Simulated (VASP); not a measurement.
# Rh (P6_3/mmc) in VASP: density of states with PBE

Aim: the density of states of Rh with PBE.

All numbers are computed with VASP 6.6.1; they aren't measurements. Logs are shortened: lines on timing, memory, paths and dates and some standing lists are left out, and cuts for length are marked.

## Step 1: The cell of the first run

The structure is hexagonal, space group P6_3/mmc (No. 194). Conventional cell: a = 2.731 Å, b = 2.731 Å, c = 4.428 Å, α = 90.00°, β = 90.00°, γ = 120.00°. Within 3.6 Å of Rh (site symmetry -6m2) lie 12 Rh at 2.72 to 2.73 Å.

## Step 2: Density of states, PBE

Input file POSCAR:

```
Rh
1.0
    2.7309790422      0.0000000000      0.0000000000
   -1.3654895211      2.3650972278      0.0000000000
    0.0000000000      0.0000000000      4.4284890000
Rh
2
Direct
    0.6666666700      0.3333333300      0.7500000000
    0.3333333300      0.6666666700      0.2500000000
```

Input file INCAR.step1:

```
ALGO = Normal
EDIFF = 1E-6
ENCUT = 520
GGA = PE
ISIF = 2
ISMEAR = 0
LASPH = True
LCHARG = True
LMAXMIX = 4
LREAL = False
LWAVE = False
NBANDS = 22
NELM = 80
PREC = Accurate
SIGMA = 0.05
```

Input file KPOINTS.step1:

```
k-points
0
Gamma
  15 15 8
```

Input file INCAR.step2:

```
ALGO = Normal
EDIFF = 1E-6
ENCUT = 520
GGA = PE
ICHARG = 11
ISIF = 2
ISMEAR = -5
LASPH = True
LCHARG = False
LMAXMIX = 4
LORBIT = 11
LREAL = False
LWAVE = False
NBANDS = 22
NEDOS = 2001
NELM = 80
PREC = Accurate
SIGMA = 0.05
```

Input file KPOINTS.step2:

```
k-points
0
Gamma
  23 23 12
```

Potentials or basis: VASP PAW PBE potentials, release 64 (Rh_pv).

Run with:

```console
> cat potpaw_PBE.64/Rh_pv/POTCAR > POTCAR
> cp INCAR.step1 INCAR
> cp KPOINTS.step1 KPOINTS
> mpirun -np 1 vasp_std > vasp.out
> cp INCAR.step2 INCAR
> cp KPOINTS.step2 KPOINTS
> mpirun -np 1 vasp_std > vasp.out
```

OUTCAR:

```text
EDIFF = 1E-6
   ENCUT = 520
   GGA = PE
   ICHARG = 11
   ISIF = 2
   ISMEAR = -5
   LASPH = True
   LORBIT = 11
   LREAL = False
   NELM = 80
   PREC = Accurate

 ion  position               nearest neighbor table
   1  0.667  0.333  0.750-   2 2.72   2 2.72   2 2.72   2 2.72   2 2.72   2 2.72
   2  0.333  0.667  0.250-   1 2.72   1 2.72   1 2.72   1 2.72   1 2.72   1 2.72

  LATTYP: Found a hexagonal cell.
 ALAT       =     2.7309790422
 C/A-ratio  =     1.6215756077

  Lattice vectors:

 A1 = (   2.7309790422,   0.0000000000,   0.0000000000)
 A2 = (  -1.3654895211,   2.3650972278,   0.0000000000)
 A3 = (   0.0000000000,   0.0000000000,   4.4284890000)

Analysis of symmetry for initial positions (statically):
=====================================================================
 Subroutine PRICEL returns:
 Original cell was already a primitive cell.

 Routine SETGRP: Setting up the symmetry group for a
 hexagonal supercell.

 Subroutine GETGRP returns: Found 24 space group operations
 (whereof 12 operations were pure point group operations)
 out of a pool of 24 trial point group operations.

The static configuration has the point symmetry D_3d.
 The point group associated with its full space group is D_6h.

Analysis of symmetry for dynamics (positions and initial velocities):
=====================================================================
 Subroutine PRICEL returns:
 Original cell was already a primitive cell.

 Routine SETGRP: Setting up the symmetry group for a
 hexagonal supercell.

 Subroutine GETGRP returns: Found 24 space group operations
 (whereof 12 operations were pure point group operations)
 out of a pool of 24 trial point group operations.

The dynamic configuration has the point symmetry D_3d.
 The point group associated with its full space group is D_6h.

 Subroutine INISYM returns: Found 24 space group operations
 (whereof 12 operations are pure point group operations),
 and found     1 'primitive' translations

----------------------------------------------------------------------------------------

                                     Primitive cell

  volume of cell :      28.6037

  direct lattice vectors                    reciprocal lattice vectors
     2.730979042  0.000000000  0.000000000     0.366169049  0.211407799  0.000000000
    -1.365489521  2.365097228  0.000000000     0.000000000  0.422815599  0.000000000
     0.000000000  0.000000000  4.428489000     0.000000000  0.000000000  0.225810655

  length of vectors
     2.730979042  2.730979042  4.428489000     0.422815599  0.422815599  0.225810655

  position of ions in fractional coordinates (direct lattice)
     0.666666670  0.333333330  0.750000000
     0.333333330  0.666666670  0.250000000

  ion indices of the primitive-cell ions
   primitive index   ion index
                 1           1
                 2           2

----------------------------------------------------------------------------------------

 KPOINTS: k-points

Automatic generation of k-mesh.
 Grid dimensions read from file:
 generate k-points for:   23   23   12

 Generating k-lattice:

  Cartesian coordinates                     Fractional coordinates (reciprocal lattice)
     0.015920393  0.009191643  0.000000000     0.043478261  0.000000000  0.000000000
     0.000000000  0.018383287  0.000000000     0.000000000  0.043478261  0.000000000
     0.000000000  0.000000000  0.018817555     0.000000000  0.000000000  0.083333333

  Length of vectors
     0.018383287  0.018383287  0.018817555

  Shift w.r.t. Gamma in fractional coordinates (k-lattice)
     0.000000000  0.000000000  0.000000000

 TETIRR: Found   6486 inequivalent tetrahedra from    38088

 Subroutine IBZKPT returns following result:
 ===========================================

 Found    392 irreducible k-points:

 Following reciprocal coordinates:
            Coordinates               Weight
  0.000000  0.000000  0.000000      1.000000
  0.043478  0.000000  0.000000      6.000000
  0.086957  0.000000  0.000000      6.000000
  0.130435  0.000000  0.000000      6.000000
  0.173913  0.000000  0.000000      6.000000
  0.217391  0.000000  0.000000      6.000000
[... 16 lines left out ...]
  0.478261  0.043478  0.000000      6.000000
  0.086957  0.086957  0.000000      6.000000
 [... further k-points ...]
   k-points           NKPTS =    392   k-points in BZ     NKDIM =    392   number of bands    NBANDS=     22
   number of dos      NEDOS =   2001   number of ions     NIONS =      2
   total plane-waves  NPLWV =  14400
   dimension x,y,z NGX =    20 NGY =   20 NGZ =   36
   dimension x,y,z NGXF=    40 NGYF=   40 NGZF=   72
   ions per type =               2
   NGX,Y,Z   is equivalent  to a cutoff of  12.17, 12.17, 13.51 a.u.
   NGXF,Y,Z  is equivalent  to a cutoff of  24.35, 24.35, 27.03 a.u.
 SYSTEM =  unknown system
   PREC   = accura    normal or accurate (medium, high low for compatibility)
   ISTART =      0    job   : 0-new  1-cont  2-samecut
   ICHARG =     11    charge: 1-file 2-atom 10-const
   ISPIN  =      1    spin polarized calculation?
   LNONCOLLINEAR =      F non collinear calculations
   LSORBIT =      F    spin-orbit coupling
   LASPH  =      T    aspherical Exc in radial PAW
   ENCUT  =  520.0 eV  38.22 Ry    6.18 a.u.   5.08  5.08  8.23*2*pi/ulx,y,z
   NELM   =     80;   NELMIN=  2; NELMDL=  0     # of ELM steps
   EDIFF  = 0.1E-05   stopping-criterion for ELM
   LREAL  =      F    real-space projection
   EDIFFG = 0.1E-04   stopping-criterion for IOM
   NSW    =      0    number of steps for IOM
   IBRION =     -1    ionic relax: 0-MD 1-quasi-New 2-CG
   NFREE  =      0    steps in history (QN), initial steepest desc. (CG)
   ISIF   =      2    stress and relaxation
   ISYM   =      2    0-nonsym 1-usesym 2-fastsym
   POTIM  = 0.5000    time-step for ionic-motion
   TEBEG  =    0.0;   TEEND  =   0.0 temperature during run
   PSTRESS=    0.0 pullay stress
   NELECT =      30.0000    total number of electrons
   NUPDOWN=      -1.0000    fix difference up-down
   EMIN   =  10.00;   EMAX   =-10.00  energy-range for DOS
   EFERMI =   0.00;   METHOD = LEGACY
   ISMEAR =    -5;   SIGMA  =   0.05  broadening in eV -4-tet -1-fermi 0-gaus
   EFERMI_NEDOS =   21; number of points for ismear=-14 and -15
   IALGO  =     38    algorithm
   IMIX   =      4    mixing-type and parameters
     AMIX     =   0.40;   BMIX     =  1.00
     AMIX_MAG =   1.60;   BMIX_MAG =  1.00
  volume/ion in A,a.u.               =      14.30        96.51
  Fermi-wavevector in a.u.,A,eV,Ry     =   1.663314  3.143208 37.642066  2.766614
  Thomas-Fermi vector in A             =   2.750053
   LORBIT       =     11    0 simple, 1 ext, 2 COOP (PROOUT), +10 PAW based schemes
   GGA     = PE    functional components
   LHFCALC =     F    Hartree Fock is set to
   AEXX    =    0.0000 exact exchange contribution
   IVDW    =     0    specifies the selected vdW correction
   LEPSILON=     F    determine dielectric tensor
   LRPA    =     F    only Hartree local field effects (RPA)
 non-spin polarized calculation
 Fermi weights with tetrahedron method with Bloechl corrections
  energy-cutoff  :      520.00
  volume of cell :       28.60
 maximum number of plane-waves:       785

 number of electron      30.0000009 magnetization

 Free energy of the ion-electron system (eV)
  ---------------------------------------------------
  ext. energy  EPLUGINS =         0.00000000
  ---------------------------------------------------
  free energy    TOTEN  =       -14.43587074 eV

  energy without entropy =      -14.43587074  energy(sigma->0) =      -14.43587074

 E-fermi :  11.2832     XC(G=0): -13.7776

 val. band max:       11.4047266525   @ k =   0.0000   0.0000   0.0000
 cond. band min:      11.2194565893   @ k =   0.1304   0.0000   0.5000
 fundamental gap:     -0.1852700631
 Fermi energy:        11.2832209252

 k-point     1 :       0.0000    0.0000    0.0000
  band No.  band energies     occupation
      1     -35.7654      2.00000
      2     -35.1876      2.00000
      3     -35.1876      2.00000
      4     -35.1162      2.00000
      5     -35.0949      2.00000
      6     -35.0949      2.00000
[... 14 lines left out ...]
     21      29.3295      0.00000
     22      29.9338      0.00000

 k-point     2 :       0.0435    0.0000    0.0000
  band No.  band energies     occupation
      1     -35.7615      2.00000
      2     -35.1964      2.00000
      3     -35.1905      2.00000
      4     -35.1178      2.00000
      5     -35.1040      2.00000
      6     -35.0963      2.00000
[... 14 lines left out ...]
     21      29.4045      0.00000
     22      29.9855      0.00000

 k-point     3 :       0.0870    0.0000    0.0000
  band No.  band energies     occupation
      1     -35.7502      2.00000
      2     -35.2223      2.00000
      3     -35.1988      2.00000
      4     -35.1308      2.00000
      5     -35.1225      2.00000
      6     -35.1005      2.00000
[... 14 lines left out ...]
     21      29.6147      0.00000
     22      30.0278      0.00000

 k-point     4 :       0.1304    0.0000    0.0000
  band No.  band energies     occupation
      1     -35.7317      2.00000
      2     -35.2632      2.00000
      3     -35.2119      2.00000
      4     -35.1729      2.00000
      5     -35.1304      2.00000
      6     -35.1073      2.00000
[... 14 lines left out ...]
     21      29.7943      0.00000
     22      29.8996      0.00000

 k-point     5 :       0.1739    0.0000    0.0000
  band No.  band energies     occupation
      1     -35.7069      2.00000
      2     -35.3163      2.00000
      3     -35.2284      2.00000
      4     -35.2267      2.00000
      5     -35.1416      2.00000
      6     -35.1164      2.00000
[... 14 lines left out ...]
     21      29.7512      0.00000
     22      29.8707      0.00000

 k-point     6 :       0.2174    0.0000    0.0000
  band No.  band energies     occupation
      1     -35.6767      2.00000
      2     -35.3776      2.00000
      3     -35.2881      2.00000
      4     -35.2472      2.00000
      5     -35.1559      2.00000
      6     -35.1272      2.00000
[... 14 lines left out ...]
     21      28.7406      0.00000
     22      29.1666      0.00000

 k-point     7 :       0.2609    0.0000    0.0000
  band No.  band energies     occupation
      1     -35.6425      2.00000
      2     -35.4425      2.00000
      3     -35.3520      2.00000
      4     -35.2668      2.00000
      5     -35.1734      2.00000
      6     -35.1389      2.00000
[... 324 lines left out ...]
      6     -35.1715      2.00000
[... 14 lines left out ...]
     21      25.1143      0.00000
     22      26.5387      0.00000

 k-point    21 :       0.3913    0.0435    0.0000
  band No.  band energies     occupation
      1     -35.6284      2.00000
      2     -35.5307      2.00000
      3     -35.5157      2.00000
      4     -35.3263      2.00000
      5     -35.2511      2.00000
      6     -35.1795      2.00000
[... 14 lines left out ...]
     21      24.4827      0.00000
     22      25.9680      0.00000

 k-point    22 :       0.4348    0.0435    0.0000
  band No.  band energies     occupation
      1     -35.6541      2.00000
      2     -35.5541      2.00000
      3     -35.4916      2.00000
      4     -35.3342      2.00000
      5     -35.2685      2.00000
      6     -35.1845      2.00000
[... 14 lines left out ...]
     21      24.0659      0.00000
     22      25.5213      0.00000

 k-point    23 :       0.4783    0.0435    0.0000
  band No.  band energies     occupation
      1     -35.6628      2.00000
      2     -35.5621      2.00000
      3     -35.4824      2.00000
      4     -35.3369      2.00000
      5     -35.2754      2.00000
      6     -35.1862      2.00000
[... 14 lines left out ...]
     21      23.9152      0.00000
     22      25.1509      0.00000

 k-point    24 :       0.0870    0.0870    0.0000
  band No.  band energies     occupation
      1     -35.7209      2.00000
      2     -35.2802      2.00000
      3     -35.2366      2.00000
      4     -35.1810      2.00000
      5     -35.1352      2.00000
      6     -35.1161      2.00000
[... 14 lines left out ...]
     21      28.9666      0.00000
     22      30.0823      0.00000

 [... further k-points ...]
[... 5 lines left out ...]
  --------------------------------------------------------------------------------------
  -------------------------------------------------------------------------------------
  Total       -0.4710086     -0.4710086     -0.8665778      0.0000000      0.0000000      0.0000000
  in kB      -26.3825333    -26.3825333    -48.5394876      0.0000000      0.0000000      0.0000000
  external PRESSURE =     -33.7681847 kB  Pullay stress =       0.0000000 kB

 VOLUME and BASIS-vectors are now :
 -----------------------------------------------------------------------------
  energy-cutoff  :      520.00
  volume of cell :       28.60
      direct lattice vectors                 reciprocal lattice vectors
     2.730979042  0.000000000  0.000000000     0.366169049  0.211407799  0.000000000
    -1.365489521  2.365097228  0.000000000     0.000000000  0.422815599  0.000000000
     0.000000000  0.000000000  4.428489000     0.000000000  0.000000000  0.225810655

 POSITION                                       TOTAL-FORCE (eV/Angst)
 -----------------------------------------------------------------------------------
      1.36549      0.78837      3.32137         0.000000     -0.000000      0.000000
     -0.00000      1.57673      1.10712        -0.000000      0.000000      0.000000
 -----------------------------------------------------------------------------------
    total drift:                               -0.000005      0.000003     -0.000000

  FREE ENERGIE OF THE ION-ELECTRON SYSTEM (eV)
  ---------------------------------------------------
  free  energy   TOTEN  =       -14.4358707382 eV

  energy  without entropy=      -14.4358707382  energy(sigma->0) =      -14.43587074

 total charge

# of ion       s       p       d       tot
------------------------------------------
    1        0.393   6.276   7.050  13.719
    2        0.393   6.276   7.050  13.719
--------------------------------------------------
tot          0.786  12.553  14.099  27.438
```

Wall time 1.8 min (1 thread of Intel Xeon Platinum 8488C (Sapphire Rapids), shared host); peak memory 0.3 GiB.

Results:

- Valence electrons inside the program's atomic spheres: Rh 13.72

Caveat: tetrahedron occupations give inexact forces and stress in metals.
